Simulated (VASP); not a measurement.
HfO2, 3 atoms in the cell. The structure is cubic, space group Fm-3m (No. 225). The conventional cell has a = 5.046 Å, b = 5.046 Å, c = 5.046 Å, α = 90.00°, β = 90.00°, γ = 90.00°. Hf (site symmetry m-3m) has 8 O at 2.18 Å within 2.9 Å. Within 2.9 Å of O (site symmetry -43m) lie 4 Hf at 2.18 Å and 6 O at 2.52 Å. 

| Item | Value |
| --- | --- |
| Program | VASP 6.6.1 |
| Task | single point |
| Functional | PBEsol |
| Dispersion | D3(BJ) |
| Potentials or basis | VASP PAW PBE potentials, release 64 (Hf_pv, O) |
| Cutoff | 520 eV |
| k mesh | 9 × 9 × 9 |
| Occupations | tetrahedron |
| Spin | no spin polarisation |
| Hubbard terms | Hf d U = 6.5 eV |
| Dipole correction | no |
| Further INCAR settings | ALGO = Normal; EDIFF = 1e-06; NBANDS = 18 |

Potentials or basis: VASP PAW PBE potentials, release 64 (Hf_pv, O).

Command:

```console
$ cat potpaw_PBE.64/Hf_pv/POTCAR potpaw_PBE.64/O/POTCAR > POTCAR
$ mpirun -np 1 vasp_std > vasp.out
```

Hardware: 1 thread of Intel Xeon 6975P-C, on a shared host.

Problem. Estimate the wall time of this run.

Solution. It took 21 s on 1 thread of Intel Xeon 6975P-C, on a shared host, peak memory 0.18 GiB. Counts: scf iterations 13, k points 35.
